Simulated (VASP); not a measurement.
Here is a VASP 6.6.1 calculation.

The input INCAR:

```
SYSTEM = Cr
ALGO = Normal ; EDIFF = 1E-6
ENCUT = 520 ; GGA = PE
ISIF = 2 ; ISMEAR = -1
LASPH = .True. ; LCHARG = .False.
LREAL = .False. ; LWAVE = .False.
NBANDS = 19 ; NELM = 80
PREC = Accurate ; SIGMA = 0.05
```

The input KPOINTS:

```
k-points
0
Gamma
  11 11 11
  0 0 0
```

The input POSCAR:

```
Cr
1.0
    2.9185693040      0.0000000000      0.0000000000
    0.0000000000      2.9185693040      0.0000000000
    0.0000000000      0.0000000000      2.9185693040
Cr
2
Direct
    0.0000000000      0.0000000000      0.0000000000
    0.5000000000      0.5000000000      0.5000000000
```

Potentials or basis: VASP PAW PBE potentials, release 64 (Cr_pv).

Launch:

```sh
$ cat potpaw_PBE.64/Cr_pv/POTCAR > POTCAR
$ mpirun -np 1 vasp_std > vasp.out
```

Estimate the pressure.

-16.6 GPa.

What does it give for the band gap on the k mesh?

Zero (bands 12 and 13 overlap by 0.89 eV).

Caveat: the cell stands under tension; the run has no spin polarisation, though such a crystal can be magnetic. Spin polarisation is off, so any magnetic state and its effect on volume and gap are missing.
